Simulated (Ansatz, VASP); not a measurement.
## One calculation of SiGeTe2S2, two programs

```
Si Ge Te S
1.0
     4.33349    0.00000    0.00000
     0.00000    4.33349    0.00000
     0.00000    0.00000    9.09133
Si Ge Te S
1 1 2 2
Direct
  0.00000 0.00000 0.00000
  0.00000 0.00000 0.50000
  0.50000 0.50000 0.65237
  0.50000 0.50000 0.34763
  0.50000 0.00000 0.00000
  0.00000 0.50000 0.00000
```

Change from the starting cell: species swapped into the LaAl2BRu2 type (P4/mmm, No. 123).

Alike in both runs: functional PBE; k mesh 8 × 8 × 6; occupations gaussian, width 0.1 eV; no spin polarisation.

Ansatz relaxed the structure, and its values are those at the end. VASP's run is a single point on that final structure, the one shown.

|  | VASP | Ansatz |
| --- | --- | --- |
| version | VASP 6.6.1 | Ansatz 0.2.0 |
| potentials or method | VASP PAW PBE potentials, release 64 (Si, Ge_d, Te, S), cutoff 520 eV | scalar-relativistic, plane waves, PAW |
| valence electrons in the cell | 42 | 62 |

```csv
,VASP,Ansatz,Ansatz less VASP
gap on the k mesh at the Fermi level (eV),none,none,-
pressure (GPa),-0.1,0.0,+0.06
rms of the force components (eV/Å),0.008,0.000,-0.0077
```

A gap of «none» marks a metal or a gap that the smearing closes. With one functional, cell and mesh, what is left measures potentials, basis and numerics. VASP's potentials hold 42 valence electrons a cell and Ansatz's 62, so a difference there can come from the potentials and not from the codes.

Neither program's run includes spin-orbit coupling.
